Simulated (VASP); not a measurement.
# TaN (P-6m2) in VASP: a series of runs, part 2 of 2

VASP 6.6.1. The steps go on from the part before.

**4. Single point, LDA**

This run uses another cell than the first one, of 10.13 Å³/atom, 0.940 times its volume.

Input file INCAR:

```
SYSTEM = TaN
ALGO = Normal
EDIFF = 1E-6
ENCUT = 520
GGA = CA
ISIF = 2
ISMEAR = -1
LASPH = .TRUE.
LCHARG = .TRUE.
LELF = .TRUE.
LREAL = .FALSE.
LVHAR = .TRUE.
LWAVE = .FALSE.
NBANDS = 15
NELM = 60
PREC = Accurate
SIGMA = 0.05
```

Input file KPOINTS:

```
k-points
0
G
  10 10 9
  0 0 0
```

Input file POSCAR:

```
TaN
1.0
    2.8780239874      0.0000000000      0.0000000000
   -1.4390119937      2.4924418858      0.0000000000
    0.0000000000      0.0000000000      2.8241467514
Ta N
1 1
Direct
    0.0000000000      0.0000000000      0.5000000000
    0.6666666667      0.3333333333      0.0000000000
```

Potentials or basis: VASP PAW LDA potentials, release 64 (Ta_pv, N).

Run with:

```bash
> cat potpaw_LDA.64/Ta_pv/POTCAR potpaw_LDA.64/N/POTCAR > POTCAR
> mpirun -np 1 vasp_std > vasp.out
```

OUTCAR:

```text
SYSTEM = TaN
   EDIFF = 1E-6
   ENCUT = 520
   GGA = CA
   ISIF = 2
   ISMEAR = -1
   LASPH = .TRUE.
   LREAL = .FALSE.
   NELM = 60
   PREC = Accurate

 ion  position               nearest neighbor table
   1  0.000  0.000  0.500-   2 2.18   2 2.18   2 2.18   2 2.18   2 2.18   2 2.18
   2  0.667  0.333  0.000-   1 2.18   1 2.18   1 2.18   1 2.18   1 2.18   1 2.18

  LATTYP: Found a hexagonal cell.
 ALAT       =     2.8780239874
 C/A-ratio  =     0.9812797822

  Lattice vectors:

 A1 = (   2.8780239874,   0.0000000000,   0.0000000000)
 A2 = (  -1.4390119937,   2.4924418858,   0.0000000000)
 A3 = (   0.0000000000,   0.0000000000,   2.8241467514)

Analysis of symmetry for initial positions (statically):
=====================================================================
 Subroutine PRICEL returns:
 Original cell was already a primitive cell.

 Routine SETGRP: Setting up the symmetry group for a
 hexagonal supercell.

 Subroutine GETGRP returns: Found 12 space group operations
 (whereof 12 operations were pure point group operations)
 out of a pool of 24 trial point group operations.

The static configuration has the point symmetry D_3h.

Analysis of symmetry for dynamics (positions and initial velocities):
=====================================================================
 Subroutine PRICEL returns:
 Original cell was already a primitive cell.

 Routine SETGRP: Setting up the symmetry group for a
 hexagonal supercell.

 Subroutine GETGRP returns: Found 12 space group operations
 (whereof 12 operations were pure point group operations)
 out of a pool of 24 trial point group operations.

The dynamic configuration has the point symmetry D_3h.

 Subroutine INISYM returns: Found 12 space group operations
 (whereof 12 operations are pure point group operations),
 and found     1 'primitive' translations

----------------------------------------------------------------------------------------

                                     Primitive cell

  volume of cell :      20.2585

  direct lattice vectors                    reciprocal lattice vectors
     2.878023987  0.000000000  0.000000000     0.347460620  0.200606483  0.000000000
    -1.439011994  2.492441886  0.000000000     0.000000000  0.401212965  0.000000000
     0.000000000  0.000000000  2.824146751     0.000000000  0.000000000  0.354089248

  length of vectors
     2.878023987  2.878023987  2.824146751     0.401212965  0.401212965  0.354089248

  position of ions in fractional coordinates (direct lattice)
     0.000000000  0.000000000  0.500000000
     0.666666667  0.333333333  0.000000000

  ion indices of the primitive-cell ions
   primitive index   ion index
                 1           1
                 2           2

----------------------------------------------------------------------------------------

 KPOINTS: k-points

Automatic generation of k-mesh.
 Grid dimensions read from file:
 generate k-points for:   10   10    9

 Generating k-lattice:

  Cartesian coordinates                     Fractional coordinates (reciprocal lattice)
     0.034746062  0.020060648  0.000000000     0.100000000  0.000000000  0.000000000
[... 40 lines left out ...]
 [... further k-points ...]
   k-points           NKPTS =     70   k-points in BZ     NKDIM =     70   number of bands    NBANDS=     15
   number of dos      NEDOS =    301   number of ions     NIONS =      2
   total plane-waves  NPLWV =  13824
   dimension x,y,z NGX =    24 NGY =   24 NGZ =   24
   dimension x,y,z NGXF=    48 NGYF=   48 NGZF=   48
   ions per type =               1   1
   NGX,Y,Z   is equivalent  to a cutoff of  13.86, 13.86, 14.13 a.u.
   NGXF,Y,Z  is equivalent  to a cutoff of  27.73, 27.73, 28.26 a.u.
 SYSTEM =  TaN
   PREC   = accura    normal or accurate (medium, high low for compatibility)
   ISTART =      0    job   : 0-new  1-cont  2-samecut
   ICHARG =      2    charge: 1-file 2-atom 10-const
   ISPIN  =      1    spin polarized calculation?
   LNONCOLLINEAR =      F non collinear calculations
   LSORBIT =      F    spin-orbit coupling
   LASPH  =      T    aspherical Exc in radial PAW
   ENCUT  =  520.0 eV  38.22 Ry    6.18 a.u.   5.35  5.35  5.25*2*pi/ulx,y,z
   NELM   =     60;   NELMIN=  2; NELMDL= -5     # of ELM steps
   EDIFF  = 0.1E-05   stopping-criterion for ELM
   LREAL  =      F    real-space projection
   EDIFFG = 0.1E-04   stopping-criterion for IOM
   NSW    =      0    number of steps for IOM
   IBRION =     -1    ionic relax: 0-MD 1-quasi-New 2-CG
   NFREE  =      0    steps in history (QN), initial steepest desc. (CG)
   ISIF   =      2    stress and relaxation
   ISYM   =      2    0-nonsym 1-usesym 2-fastsym
   POTIM  = 0.5000    time-step for ionic-motion
   TEBEG  =    0.0;   TEEND  =   0.0 temperature during run
   PSTRESS=    0.0 pullay stress
   NELECT =      16.0000    total number of electrons
   NUPDOWN=      -1.0000    fix difference up-down
   EMIN   =  10.00;   EMAX   =-10.00  energy-range for DOS
   EFERMI =   0.00;   METHOD = LEGACY
   ISMEAR =    -1;   SIGMA  =   0.05  broadening in eV -4-tet -1-fermi 0-gaus
   EFERMI_NEDOS =   21; number of points for ismear=-14 and -15
   IALGO  =     38    algorithm
   IMIX   =      4    mixing-type and parameters
     AMIX     =   0.40;   BMIX     =  1.00
     AMIX_MAG =   1.60;   BMIX_MAG =  1.00
  volume/ion in A,a.u.               =      10.13        68.36
  Fermi-wavevector in a.u.,A,eV,Ry     =   1.513257  2.859640 31.156602  2.289946
  Thomas-Fermi vector in A             =   2.623072
   LORBIT       =      0    0 simple, 1 ext, 2 COOP (PROOUT), +10 PAW based schemes
   GGA     = CA    functional components
   LHFCALC =     F    Hartree Fock is set to
   AEXX    =    0.0000 exact exchange contribution
   IVDW    =     0    specifies the selected vdW correction
   LEPSILON=     F    determine dielectric tensor
   LRPA    =     F    only Hartree local field effects (RPA)
 non-spin polarized calculation
  energy-cutoff  :      520.00
  volume of cell :       20.26
 maximum number of plane-waves:       569
 NGX is ok and might be reduce to    24
   NGX = 11   NGY = 11   NGZ = 11

 number of electron      16.0000000 magnetization

 Free energy of the ion-electron system (eV)
  ---------------------------------------------------
  ext. energy  EPLUGINS =         0.00000000
  ---------------------------------------------------
  free energy    TOTEN  =       -24.68737705 eV

  energy without entropy =      -24.68705114  energy(sigma->0) =      -24.68721410

 E-fermi :   8.8131     XC(G=0): -13.9181

 val. band max:        8.6675687239   @ k =   0.0000   0.0000   0.4444
 cond. band min:       8.9753791496   @ k =   0.0000   0.0000   0.3333
 fundamental gap:      0.3078104257
 Fermi energy:         8.8130831997

 k-point     1 :       0.0000    0.0000    0.0000
  band No.  band energies     occupation
      1     -25.6769      2.00000
      2     -25.3751      2.00000
      3     -25.3751      2.00000
      4      -9.2271      2.00000
      5       3.9587      2.00000
      6       3.9587      2.00000
      7       4.2840      2.00000
      8       5.8428      2.00000
      9      11.6251      0.00000
     10      12.6569      0.00000
     11      12.6569      0.00000
     12      13.0786      0.00000
     13      13.0786      0.00000
     14      21.3932      0.00000
[... 401 lines left out ...]
      2     -25.7279      2.00000
      3     -25.6161      2.00000
      4      -6.6349      2.00000
      5       0.4120      2.00000
      6       3.1154      2.00000
      7       4.4717      2.00000
      8       6.3782      2.00000
      9      11.5456      0.00000
     10      12.6790      0.00000
     11      13.7627      0.00000
     12      15.0286      0.00000
     13      18.5501      0.00000
     14      21.3175      0.00000
     15      21.6238      0.00000

 [... further k-points ...]

------------------------ aborting loop because EDIFF is reached ----------------------------------------

  FORCE on cell =-STRESS in cart. coord.  units (eV):
  Direction    XX          YY          ZZ          XY          YZ          ZX
  --------------------------------------------------------------------------------------
  -------------------------------------------------------------------------------------
  Total        1.7403891      1.7403891      1.9251273      0.0000000      0.0000000      0.0000000
  in kB      137.6417624    137.6417624    152.2521081      0.0000000      0.0000000      0.0000000
  external PRESSURE =     142.5118777 kB  Pullay stress =       0.0000000 kB

 VOLUME and BASIS-vectors are now :
 -----------------------------------------------------------------------------
  energy-cutoff  :      520.00
  volume of cell :       20.26
      direct lattice vectors                 reciprocal lattice vectors
     2.878023987  0.000000000  0.000000000     0.347460620  0.200606483  0.000000000
    -1.439011994  2.492441886  0.000000000     0.000000000  0.401212965  0.000000000
     0.000000000  0.000000000  2.824146751     0.000000000  0.000000000  0.354089248

 POSITION                                       TOTAL-FORCE (eV/Angst)
 -----------------------------------------------------------------------------------
      0.00000      0.00000      1.41207        -0.000000     -0.000000      0.000000
      1.43901      0.83081      0.00000         0.000000      0.000000      0.000000
 -----------------------------------------------------------------------------------
    total drift:                               -0.000000      0.000000      0.000000

  FREE ENERGIE OF THE ION-ELECTRON SYSTEM (eV)
  ---------------------------------------------------
  free  energy   TOTEN  =       -24.6873770545 eV

  energy  without entropy=      -24.6870511396  energy(sigma->0) =      -24.68721410
```

Wall time 8.9 s (1 thread of Intel Xeon Platinum 8375C at 2.90GHz (Ice Lake), shared host); peak memory 0.14 GiB.

What came out:

```yaml
Free_energy: -24.6874 eV
Pressure: 14.3 GPa
Band_gap_on_the_k_mesh: zero (band 8 reaches 8.98 eV, above the bottom of band 9 at 8.67 eV)
```

Stress tensor (GPa, compression positive):
```
13.76  0.00  0.00
 0.00 13.76  0.00
 0.00  0.00 15.23
```

Caveat: spin-orbit coupling is left out, which moves the levels of the heavy elements.

**5. Single point, LDA**

This run uses another cell than the first one, of 10.34 Å³/atom, 0.960 times its volume.

Input file INCAR:

```
ALGO     = Normal         # electronic algorithm
EDIFF    = 1E-6           # SCF threshold, eV
ENCUT    = 520            # plane-wave cutoff, eV
ISIF     = 2              # what is computed and relaxed
ISMEAR   = -1             # smearing method
LASPH    = True           # aspherical terms in the spheres
LCHARG   = False          # write CHGCAR
LREAL    = False          # projectors in reciprocal space
LWAVE    = False          # write WAVECAR
NBANDS   = 15             # bands
NELM     = 100            # most SCF steps
PREC     = Accurate       # precision mode
SIGMA    = 0.05           # smearing width, eV
```

Input file KPOINTS:

```
k-points
0
Gamma
  10 10 9
```

Input file POSCAR:

```
TaN
1.0
    2.8982924298      0.0000000000      0.0000000000
   -1.4491462149      2.5099948717      0.0000000000
    0.0000000000      0.0000000000      2.8440357641
Ta N
1 1
Direct
    0.0000000000      0.0000000000      0.5000000000
    0.6666666667      0.3333333333      0.0000000000
```

Run with:

```bash
> cat potpaw_LDA.64/Ta_pv/POTCAR potpaw_LDA.64/N/POTCAR > POTCAR
> mpirun -np 1 vasp_std > vasp.out
```

It took 9.9 s on 1 thread of Intel Xeon Platinum 8375C at 2.90GHz (Ice Lake), shared host; peak memory 0.14 GiB.

It converged, with:

```yaml
Free_energy: -24.7139 eV
Pressure: 5.3 GPa
Band_gap_on_the_k_mesh: zero (band 8 reaches 8.74 eV, above the bottom of band 9 at 8.44 eV)
```

Stress tensor (GPa, compression positive):
```
5.21 0.00 0.00
0.00 5.21 0.00
0.00 0.00 5.60
```

Levels at points of the mesh, in eV from the Fermi level:
```
           k point  band 6  band 7  band 8  band 9  band 10  band 11
(0.00, 0.00, 0.00)   -4.76   -4.42   -2.95    2.65     3.74     3.74
(0.50, 0.00, 0.00)   -5.42   -3.68   -3.23    3.08     4.25     5.39
```

Caveat: spin-orbit coupling is left out, which moves the levels of the heavy elements.

**6. Overview**

| level | potentials or basis | cell | gap on the mesh (eV) | pressure (GPa) |
| --- | --- | --- | --- | --- |
| PBE | VASP PAW PBE potentials, release 64 (Ta_pv, N) | a = 2.938, b = 2.938, c = 2.883 Å, angles 90.0, 90.0, 120.0°, 2 atoms | none | 5.4 |
| LDA | VASP PAW LDA potentials, release 64 (Ta_pv, N) | a = 2.938, b = 2.938, c = 2.883 Å, angles 90.0, 90.0, 120.0°, 2 atoms | none | -9.8 |
| LDA | VASP PAW LDA potentials, release 64 (Ta_pv, N) | a = 2.878, b = 2.878, c = 2.824 Å, angles 90.0, 90.0, 120.0°, 2 atoms | none | 14.3 |
| LDA | VASP PAW LDA potentials, release 64 (Ta_pv, N) | a = 2.898, b = 2.898, c = 2.844 Å, angles 90.0, 90.0, 120.0°, 2 atoms | none | 5.3 |

Alike in all rows: task single point; no spin polarisation; k mesh 10 × 10 × 9; cutoff (eV) 520; smearing fermi-dirac 0.05 eV.

Caveats: spin-orbit coupling is left out, which moves the levels of the heavy elements.

Absolute energies hang on the potentials; compare differences alone.
